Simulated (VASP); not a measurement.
Wanted: the native input for a VASP 6.6.1 run.

```
Task                   : single point
Functional             : PBEsol
Potentials or basis    : VASP PAW PBE potentials, release 64 (Ta_pv, Si)
Cutoff                 : 520 eV
k mesh                 : 7 × 7 × 4
Occupations            : fermi-dirac, width 0.05 eV
Spin                   : no spin polarisation
Dipole correction      : no
Further INCAR settings : ALGO = Normal; EDIFF = 1e-06; NBANDS = 38
```

The structure of TaSi2 lies in POSCAR:

```
TaSi2
1.0
    4.8777257812      0.0000000000      0.0000000000
   -2.4388628906      4.2242344392      0.0000000000
    0.0000000000      0.0000000000      6.6988562433
Ta Si
3 6
Direct
    0.0000000000      0.5000000000      0.3333333333
    0.5000000000      0.5000000000      0.6666666667
    0.5000000000      0.0000000000      0.0000000000
    0.3179400000      0.1589700000      0.3333333333
    0.1589700000      0.8410300000      0.6666666667
    0.8410300000      0.6820600000      0.0000000000
    0.6820600000      0.8410300000      0.3333333333
    0.8410300000      0.1589700000      0.6666666667
    0.1589700000      0.3179400000      0.0000000000
```

The input as run:

INCAR

```
SYSTEM = TaSi2
ALGO = Normal
EDIFF = 1E-6
ENCUT = 520
GGA = PS
ISIF = 2
ISMEAR = -1
LASPH = .True.
LCHARG = .False.
LREAL = .False.
LWAVE = .False.
NBANDS = 38
NELM = 80
PREC = Accurate
SIGMA = 0.05
```

KPOINTS

```
k-points
0
Gamma
  7 7 4
  0 0 0
```

Potentials or basis: VASP PAW PBE potentials, release 64 (Ta_pv, Si).

The run is started by

```console
$ cat potpaw_PBE.64/Ta_pv/POTCAR potpaw_PBE.64/Si/POTCAR > POTCAR
$ mpirun -np 1 vasp_std > vasp.out
```

Results of the run:

The pressure is -11.7 GPa, the largest force is 0.060 eV/Å and the band gap on the k mesh is zero (an odd number of electrons rules out a gap without spin polarisation).

Caveat: the cell stands under tension; the PAW data sets were made with another functional, which shifts forces and pressure a little; spin-orbit coupling is left out, which moves the levels of the heavy elements.

It took 53 s on 1 thread of Intel(R) Xeon(R) 6975P-C (Granite Rapids), on a shared host, peak memory 0.28 GiB.
